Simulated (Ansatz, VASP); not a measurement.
# Two plane-wave programs on Bi

```xyz
2
Lattice="2.2452 1.2962 3.8388 -2.2452 1.2962 3.8388 0.0000 -2.5925 3.8388" Properties=species:S:1:pos:R:3 pbc="T T T"
Bi    0.0000    0.0000    2.7307
Bi    0.0000    0.0000    8.7858
```

Alike in both runs: task single point; functional LDA; k mesh 9 × 9 × 9; occupations methfessel-paxton of order 1, width 0.2 eV; no spin polarisation.

|  | VASP | Ansatz |
| --- | --- | --- |
| version | VASP 6.6.1 | Ansatz 0.2.0 |
| potentials or method | VASP PAW LDA potentials, release 64 (Bi_d), cutoff 520 eV | plane waves (420 eV) with PAW, scalar-relativistic |
| valence electrons in the cell | 30 | 30 |

```tsv
	VASP	Ansatz	Ansatz less VASP
pressure (GPa)	0.1	0.0	-0.10
traceless stress, the component that is largest in VASP (GPa)	-0.09	-0.08	+0.017
```

Ansatz warns that its potentials were made for another functional, while VASP's fit it. LDA's correlation is that of Perdew and Zunger in VASP and of Perdew and Wang (1992) in Ansatz.

Neither program's run includes spin-orbit coupling.
